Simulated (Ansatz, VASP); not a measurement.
Co: VASP beside Ansatz

Contents of INCAR:

```
PREC     = Accurate       # precision mode
ENCUT    = 520            # plane-wave cutoff, eV
EDIFF    = 1E-6           # SCF threshold, eV
ISMEAR   = -1             # smearing method
SIGMA    = 0.05           # smearing width, eV
LREAL    = False          # projectors in reciprocal space
LASPH    = True           # aspherical terms in the spheres
NELM     = 150            # most SCF steps
ALGO     = Normal         # electronic algorithm
ISIF     = 2              # what is computed and relaxed
LWAVE    = False          # write WAVECAR
LCHARG   = False          # write CHGCAR
ISPIN    = 2              # spin polarisation
MAGMOM   = 2 -1           # initial moments
LORBIT   = 11             # projections on sites
LMAXMIX  = 4              # l up to which the mixer works
GGA      = PS             # functional
NBANDS   = 20             # bands
```

Contents of KPOINTS:

```
Automatic mesh
0
Gamma
  12 12 7
```

POSCAR

```
Co
1.0
    2.4719999032      0.0000000000      0.0000000000
   -1.2359999516      2.1408147143      0.0000000000
    0.0000000000      0.0000000000      4.0211440800
Co
2
Direct
    0.6666666667      0.3333333333      0.7500000000
    0.3333333333      0.6666666667      0.2500000000
```

input.yaml

```yaml
crystal:
  lattice:
    - [2.4719999032, 0.0, 0.0]
    - [-1.2359999516, 2.1408147143, 0.0]
    - [0.0, 0.0, 4.02114408]
  atoms:
    - { symbol: Co, position: [0.6666666667, 0.3333333333, 0.75], spin: 2.0 }
    - { symbol: Co, position: [0.3333333333, 0.6666666667, 0.25], spin: -1.0 }
hamiltonian:
  xc: pbesol
  pseudopotentials: { kind: paw }
magnetization:
  spin_polarized: true
kpoints:
  mp_grid: { grid: [12, 12, 7] }
scf:
  occupations: { method: fermi_dirac, width: 0.05 }
output:
  forces: true
  stress: true
  eigenvalues: true
```

Alike in both runs: task single point; functional PBEsol; k mesh 12 × 12 × 7; occupations fermi-dirac, width 0.05 eV; collinear spin.

|  | VASP | Ansatz |
| --- | --- | --- |
| version | VASP 6.6.1 | Ansatz 0.2.0 |
| potentials or method | VASP PAW PBE potentials, release 64 (Co) | Ansatz PAW |
| plane-wave cutoff (eV) | 520 | 420 |
| valence electrons in the cell | 18 | 34 |

VASP gave:

| Item | Value |
| --- | --- |
| gap on the k mesh at the Fermi level (eV) | none |
| pressure (GPa) | -14.6 |
| traceless stress, the component that is largest in VASP (GPa) | -1.17 |
| net moment per atom (μB) | 0.00 |
| size of the moment on the site where the two differ most (μB) | 0.76 |

Task: What did Ansatz give for the same quantities?

Result: gap on the k mesh at the Fermi level (eV): none; pressure (GPa): -5.8; traceless stress, the component that is largest in VASP (GPa): -1.88; net moment per atom (μB): 1.60; size of the moment on the site where the two differ most (μB): 1.66.

The net moments are unlike, so the other rows may belong to different states. VASP's potentials were made for PBE, not for PBEsol. Site moments also hang on the region over which each program counts them. A gap of «none» marks a metal or a gap that the smearing closes. VASP's potentials hold 18 valence electrons a cell and Ansatz's 34, so a difference there can come from the potentials and not from the codes.
